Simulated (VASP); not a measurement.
Input of a VASP 6.6.1 run:

File INCAR:

```
SYSTEM = ZnO
PREC = Accurate ; ENCUT = 520
EDIFF = 1E-7 ; ISMEAR = 0
SIGMA = 0.01 ; LREAL = .FALSE.
LASPH = .TRUE. ; NELM = 120
ALGO = Normal ; ISIF = 2
LWAVE = .FALSE. ; LCHARG = .FALSE.
GGA = PS ; IBRION = 2
NSW = 50 ; EDIFFG = -0.002
GGA_COMPAT = .FALSE. ; NELMIN = 4
```

File KPOINTS:

```
Automatic mesh
0
G
  8 8 4
  0 0 0
```

File POSCAR:

```
ZnO
1.0
    3.2139192492      0.0000000000      0.0000000000
   -1.6069596246      2.7833357155      0.0000000000
    0.0000000000      0.0000000000      5.1880428699
Zn O
2 2
Direct
    0.3333333333      0.6666666667      0.5000305594
    0.6666666667      0.3333333333      0.0000305594
    0.6666666667      0.3333333333      0.3789794406
    0.3333333333      0.6666666667      0.8789794406
```

Potentials or basis: VASP PAW PBE potentials, release 64 (Zn, O).

The run is started by

```console
$ cat potpaw_PBE.64/Zn/POTCAR potpaw_PBE.64/O/POTCAR > POTCAR
$ mpirun -np 1 vasp_std > vasp.out
```

Task: Estimate the band gap on the k mesh.

Result: 0.71 eV.

Final structure:
```yaml
crystal:
  lattice:
    - [3.21392, 0.00000, 0.00000]
    - [-1.60696, 2.78334, 0.00000]
    - [0.00000, 0.00000, 5.18804]
  atoms:
    - { symbol: Zn, position: [0.33333, 0.66667, 0.50003] }
    - { symbol: Zn, position: [0.66667, 0.33333, 0.00003] }
    - { symbol: O, position: [0.66667, 0.33333, 0.37898] }
    - { symbol: O, position: [0.33333, 0.66667, 0.87898] }
```

Caveat: semilocal functionals underestimate gaps, and a narrow one can read as zero. Expect the measured gap to be larger: semilocal functionals such as PBEsol lack the derivative discontinuity.
